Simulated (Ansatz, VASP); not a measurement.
Al12HO: VASP beside Ansatz

File INCAR:

```
SYSTEM = Al12HO
PREC = Accurate ; ENCUT = 520
EDIFF = 1E-7 ; ISMEAR = 0
SIGMA = 0.1 ; LREAL = .False.
LASPH = .True. ; NELM = 150
ALGO = Normal ; ISIF = 2
LWAVE = .False. ; LCHARG = .False.
ISPIN = 2 ; MAGMOM = 0 0 0 0 0 0 0 0 0 0 0 0 1 0
LORBIT = 11 ; LDIPOL = .True.
IDIPOL = 3 ; DIPOL = 0.5 0.5 0.295
GGA = PE ; NBANDS = 38
```

File KPOINTS:

```
Automatic mesh
0
Gamma
  5 5 1
  0 0 0
```

File POSCAR:

```
Al12HO
1.0
    5.7143028096      0.0000000000      0.0000000000
    0.0000000000      5.7143028096      0.0000000000
    0.0000000000      0.0000000000     22.1750227687
Al O H
12 1 1
Direct
    0.2500000000      0.2500000000      0.1803831293
    0.2500000000      0.7500000000      0.1803831293
    0.7500000000      0.2500000000      0.1803831293
    0.7500000000      0.7500000000      0.1803831293
    0.0000000000      0.0000000000      0.2744094920
    0.0000000000      0.5000000000      0.2744094920
    0.5000000000      0.0000000000      0.2744094920
    0.5000000000      0.5000000000      0.2744094920
    0.2500000000      0.2500000000      0.3686590473
    0.2500000000      0.7500000000      0.3686590473
    0.7500000000      0.2500000000      0.3686590473
    0.7500000000      0.7500000000      0.3686590473
    0.5000000000      0.5000000000      0.3934617276
    0.5320271270      0.5320271270      0.4370209084
```

Input for Ansatz:

```yaml
crystal:
  lattice:
    - [5.7143028096, 0.0, 0.0]
    - [0.0, 5.7143028096, 0.0]
    - [0.0, 0.0, 22.1750227687]
  atoms:
    - { symbol: Al, position: [0.25, 0.25, 0.1803831293] }
    - { symbol: Al, position: [0.25, 0.75, 0.1803831293] }
    - { symbol: Al, position: [0.75, 0.25, 0.1803831293] }
    - { symbol: Al, position: [0.75, 0.75, 0.1803831293] }
    - { symbol: Al, position: [0.0, 0.0, 0.274409492] }
    - { symbol: Al, position: [0.0, 0.5, 0.274409492] }
    - { symbol: Al, position: [0.5, 0.0, 0.274409492] }
    - { symbol: Al, position: [0.5, 0.5, 0.274409492] }
    - { symbol: Al, position: [0.25, 0.25, 0.3686590473] }
    - { symbol: Al, position: [0.25, 0.75, 0.3686590473] }
    - { symbol: Al, position: [0.75, 0.25, 0.3686590473] }
    - { symbol: Al, position: [0.75, 0.75, 0.3686590473] }
    - { symbol: O, position: [0.5, 0.5, 0.3934617276], spin: 1.0 }
    - { symbol: H, position: [0.532027127, 0.532027127, 0.4370209084] }
basis:
  ecutwfc: 420
kpoints:
  mp_grid: { grid: [5, 5, 1] }
hamiltonian:
  xc: pbe
scf:
  occupations: { method: gaussian, width: 0.1 }
output:
  forces: true
  eigenvalues: true
  populations: true
magnetization:
  spin_polarized: true
efield:
  axis: 3
  dipole_correction: true
  ramp_width: 0.04
```

Alike in both runs: task single point; functional PBE; k mesh 5 × 5 × 1; occupations gaussian, width 0.1 eV; collinear spin.

|  | VASP | Ansatz |
| --- | --- | --- |
| version | VASP 6.6.1 | Ansatz 0.2.0 |
| potentials or method | VASP PAW PBE potentials, release 64 (Al, O, H), cutoff 520 eV | scalar-relativistic, plane waves, PAW |
| valence electrons in the cell | 43 | 43 |

```csv
,VASP,Ansatz,Ansatz less VASP
gap on the k mesh at the Fermi level (eV),none,none,-
rms of the force components (eV/Å),0.678,0.689,+0.0113
net moment per atom (μB),0.00,0.00,0.000
```

Atom by atom the forces differ by 0.021 eV/Å (rms over components). A gap of «none» marks a metal or a gap that the smearing closes. With one functional, cell and mesh, what is left measures potentials, basis and numerics. Ansatz's warnings: seeded moment not kept.
